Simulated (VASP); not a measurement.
NbH2: single point with PBEsol

Crystal: NbH2.

```
CELL_PARAMETERS angstrom
2.84865 0.00000 0.00000
-1.42432 2.46700 0.00000
0.00000 0.00000 5.03718
ATOMIC_POSITIONS crystal
Nb 0.00000 0.00000 0.00000
H 0.33333 0.66667 0.22365
H 0.66667 0.33333 0.77635
```

* Program: VASP 6.6.1
* Task: single point
* Functional: PBEsol
* Potentials or basis: VASP PAW PBE potentials, release 64 (Nb_sv, H)
* Cutoff: 520 eV
* k mesh: 7 × 7 × 4
* Occupations: methfessel-paxton, width 0.05 eV
* Spin: no spin polarisation

| Quantity | Value |
| --- | --- |
| Pressure | -0.3 GPa |
| Largest force | 0.004 eV/Å |

Forces in eV/Å, atoms in the order of the input:
```
Nb   0.000  0.000  0.000
H    0.000  0.000 -0.004
H    0.000  0.000  0.004
```

Stress tensor (GPa, compression positive):
```
-0.39  0.00  0.00
 0.00 -0.39  0.00
 0.00  0.00 -0.13
```

Levels at points of the mesh, in eV from the Fermi level:
| k point | band 6 | band 7 | band 8 | band 9 | band 10 | band 11 |
| --- | --- | --- | --- | --- | --- | --- |
| (0.00, 0.00, 0.00) | -3.69 | -2.66 | -0.05 | -0.05 | 2.86 | 2.86 |
| (0.00, 0.00, 0.50) | -4.96 | -1.74 | -0.05 | -0.05 | 2.84 | 2.84 |

Wall time 24 s on 1 thread of AMD EPYC 7R43 64-Core Processor (Zen 3), on a shared host, peak memory 0.12 GiB.

Caveat: the k points lie up to 0.36 Å⁻¹ apart; the PAW data sets were made with another functional, which shifts forces and pressure a little.
